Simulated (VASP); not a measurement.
Input of a VASP 6.6.1 run:

The input INCAR:

```
ALGO = Fast ; DIPOL = 0.5 0.5 0.296
EDIFF = 1E-6 ; ENCUT = 520
GGA = PE ; IDIPOL = 3
ISIF = 2 ; ISMEAR = 0
ISPIN = 2 ; LASPH = True
LCHARG = True ; LDIPOL = True
LELF = True ; LORBIT = 11
LREAL = False ; LVACPOTAV = True
LVHAR = True ; LWAVE = False
MAGMOM = 0 0 0 0 0 0 0 0 0 0 0 0 1 0 ; NBANDS = 38
NELM = 150 ; PREC = Accurate
SIGMA = 0.1
```

KPOINTS

```
k-points
0
Gamma
  5 5 1
```

Contents of POSCAR:

```
Al12HO
1.0
    5.7143028096      0.0000000000      0.0000000000
    0.0000000000      5.7143028096      0.0000000000
    0.0000000000      0.0000000000     22.1750227687
Al O H
12 1 1
Direct
    0.2500000000      0.2500000000      0.1803831293
    0.2500000000      0.7500000000      0.1803831293
    0.7500000000      0.2500000000      0.1803831293
    0.7500000000      0.7500000000      0.1803831293
    0.0000000000      0.0000000000      0.2744094920
    0.0000000000      0.5000000000      0.2744094920
    0.5000000000      0.0000000000      0.2744094920
    0.5000000000      0.5000000000      0.2744094920
    0.2500000000      0.2500000000      0.3686590473
    0.2500000000      0.7500000000      0.3686590473
    0.7500000000      0.2500000000      0.3686590473
    0.7500000000      0.7500000000      0.3686590473
    0.5000000000      0.5000000000      0.4160096188
    0.6071648556      0.6071648556      0.4385575100
```

Potentials or basis: VASP PAW PBE potentials, release 64 (Al, O, H).

Run with:

```console
$ cat potpaw_PBE.64/Al/POTCAR potpaw_PBE.64/O/POTCAR potpaw_PBE.64/H/POTCAR > POTCAR
$ mpirun -np 1 vasp_std > vasp.out
```

Question: Estimate the largest force.

Answer: 1.623 eV/Å.

Question: What does it give for the net moment?

Answer: 0.00 μB per cell.

Forces on the atoms (eV/Å):
```
Al   0.045  0.045  0.045
Al  -0.002 -0.036  0.017
Al  -0.036 -0.002  0.017
Al  -0.017 -0.017  0.003
Al  -0.020 -0.020 -0.205
Al  -0.040  0.043  0.117
Al   0.043 -0.040  0.117
Al   0.004  0.004 -0.172
Al  -0.472 -0.472 -0.172
Al  -0.189  0.121 -0.128
Al   0.121 -0.189 -0.128
Al   0.793  0.793 -1.172
O    0.156  0.156  0.221
H   -0.385 -0.385  1.442
```
